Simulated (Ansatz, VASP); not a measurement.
**One calculation of BN, two programs**

```
B N
1.0
     2.34962    0.00000    0.00000
    -1.17481    2.03483    0.00000
     0.00000    0.00000    4.05778
B N
2 2
Direct
  0.66667 0.33333 0.99972
  0.33333 0.66667 0.49972
  0.66667 0.33333 0.62528
  0.33333 0.66667 0.12528
```

Change from the starting cell: strain -0.080 along x and y, -0.040 along z, atoms carried along.

Alike in both runs: task single point; functional PBE; k mesh 12 × 12 × 6; occupations gaussian, width 0.05 eV; no spin polarisation.

|  | VASP | Ansatz |
| --- | --- | --- |
| version | VASP 6.6.1 | Ansatz 0.2.0 |
| potentials or method | VASP PAW PBE potentials, release 64 (B, N), cutoff 520 eV | scalar-relativistic, plane waves, PAW |
| valence electrons in the cell | 16 | 16 |

```tsv
	VASP	Ansatz	Ansatz less VASP
gap on the k mesh at the Fermi level (eV)	4.55	4.58	+0.028
least direct gap on the mesh (eV)	8.10	8.11	+0.014
pressure (GPa)	114.5	113.6	-0.91
traceless stress, the component that is largest in VASP (GPa)	-43.58	-43.38	+0.206
rms of the force components (eV/Å)	0.386	0.382	-0.0042
```

Atom by atom the forces differ by 0.004 eV/Å (rms over components). Both programs put the cell under a high pressure, so it lies far from rest at this level.

Noted on VASP's run: the cell as given lies far from equilibrium.
